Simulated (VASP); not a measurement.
Input of a VASP 6.6.1 run:

File INCAR:

```
SYSTEM = ZrIn
PREC     = Accurate       ! precision mode
ENCUT    = 520            ! plane-wave cutoff, eV
EDIFF    = 1E-6           ! SCF threshold, eV
ISMEAR   = -1             ! smearing method
SIGMA    = 0.05           ! smearing width, eV
LREAL    = .False.        ! projectors in reciprocal space
LASPH    = .True.         ! aspherical terms in the spheres
NELM     = 80             ! most SCF steps
ALGO     = Normal         ! electronic algorithm
ISIF     = 2              ! what is computed and relaxed
LWAVE    = .False.        ! write WAVECAR
LCHARG   = .True.         ! write CHGCAR
LELF     = .True.         ! ELF
LVHAR    = .True.       
NBANDS   = 20             ! bands
```

The input KPOINTS:

```
Automatic mesh
0
Gamma
  12 12 8
  0 0 0
```

Contents of POSCAR:

```
ZrIn
1.0
    3.1520244363      0.0000000000      0.0000000000
    0.0000000000      3.1520244363      0.0000000000
    0.0000000000      0.0000000000      4.4220101050
Zr In
1 1
Direct
    0.0000000000      0.0000000000      0.0000000000
    0.5000000000      0.5000000000      0.5000000000
```

Potentials or basis: VASP PAW LDA potentials, release 64 (Zr_sv, In_d).

Launch:

```sh
$ cat potpaw_LDA.64/Zr_sv/POTCAR potpaw_LDA.64/In_d/POTCAR > POTCAR
$ mpirun -np 1 vasp_std > vasp.out
```

Q: Predict the band gap on the k mesh.

A: Zero (an odd number of electrons rules out a gap without spin polarisation).

Q: Estimate the pressure.

A: -5.9 GPa.

Caveat: the cell stands under tension; spin-orbit coupling is left out, which moves the levels of the heavy elements.
